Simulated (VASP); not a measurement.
A run of VASP 6.6.1 is set up as follows.

The input INCAR:

```
SYSTEM = CdTe
  ALGO = Normal
  EDIFF = 1E-6
  ENCUT = 520
  GGA = PE
  GGA_COMPAT = .False.
  ISIF = 2
  ISMEAR = -1
  LASPH = .True.
  LCHARG = .True.
  LORBIT = 11
  LORBMOM = .True.
  LREAL = .False.
  LSORBIT = .True.
  LVHAR = .True.
  LWAVE = .False.
  MAGMOM = 0 0 0 0 0 0
  NBANDS = 30
  NELM = 150
  PREC = Accurate
  SIGMA = 0.08
```

The input KPOINTS:

```
k-points
0
Gamma
  10 10 10
  0 0 0
```

POSCAR

```
CdTe
1.0
    0.0000000000      3.2050000000      3.2050000000
    3.2050000000      0.0000000000      3.2050000000
    3.2050000000      3.2050000000      0.0000000000
Cd Te
1 1
Direct
    0.0000000000      0.0000000000      0.0000000000
    0.7500000000      0.7500000000      0.7500000000
```

Potentials or basis: VASP PAW PBE potentials, release 64 (Cd, Te).

Command:

```sh
$ cat potpaw_PBE.64/Cd/POTCAR potpaw_PBE.64/Te/POTCAR > POTCAR
$ mpirun -np 1 vasp_ncl > vasp.out
```

Q: What does it give for the pressure?

A: 4.4 GPa.

Q: Predict the net moment.

A: 0.00 μB per cell.

Moments on the atoms (μB; x, y, z):
```
Cd  0.00 0.00 0.00
Te  0.00 0.00 0.00
```
